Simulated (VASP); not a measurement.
Wanted: the native input for a VASP 6.6.1 run.

```
Task                   : single point
Functional             : PBE
Potentials or basis    : VASP PAW PBE potentials, release 64 (Li_sv, Cl)
Cutoff                 : 520 eV
k mesh                 : 9 × 9 × 4
Occupations            : gaussian, width 0.02 eV
Spin                   : no spin polarisation
Dipole correction      : no
Further INCAR settings : ALGO = Normal; EDIFF = 1e-06; NBANDS = 18
```

The structure of LiCl lies in POSCAR:

```
LiCl
1.0
    3.8485824982      0.0000000000      0.0000000000
   -1.9242912491      3.3329702120      0.0000000000
    0.0000000000      0.0000000000      6.6150074502
Li Cl
2 2
Direct
    0.6666666700      0.3333333300      0.9153427305
    0.3333333300      0.6666666700      0.4153427305
    0.6666666700      0.3333333300      0.4596582695
    0.3333333300      0.6666666700      0.9596582695
```

This cell differs from its parent crystal: strained.

One way to write it, as run:

INCAR

```
SYSTEM = LiCl
  PREC = Accurate
  ENCUT = 520
  EDIFF = 1E-6
  ISMEAR = 0
  SIGMA = 0.02
  LREAL = .FALSE.
  LASPH = .TRUE.
  NELM = 100
  ALGO = Normal
  ISIF = 2
  LWAVE = .FALSE.
  LCHARG = .TRUE.
  GGA = PE
  LELF = .TRUE.
  LVHAR = .TRUE.
  NBANDS = 18
```

KPOINTS

```
Automatic mesh
0
G
  9 9 4
  0 0 0
```

Potentials or basis: VASP PAW PBE potentials, release 64 (Li_sv, Cl).

The run is started by

```console
$ cat potpaw_PBE.64/Li_sv/POTCAR potpaw_PBE.64/Cl/POTCAR > POTCAR
$ mpirun -np 1 vasp_std > vasp.out
```

It gave:

```
Largest force          : 0.208 eV/Å
Band gap on the k mesh : 5.77 eV, direct
```

Caveat: the cell differs from its parent crystal (strained).

Wall time 39 s on 1 thread of Intel(R) Xeon(R) Platinum 8488C (Sapphire Rapids) (shared host), peak memory 0.21 GiB.
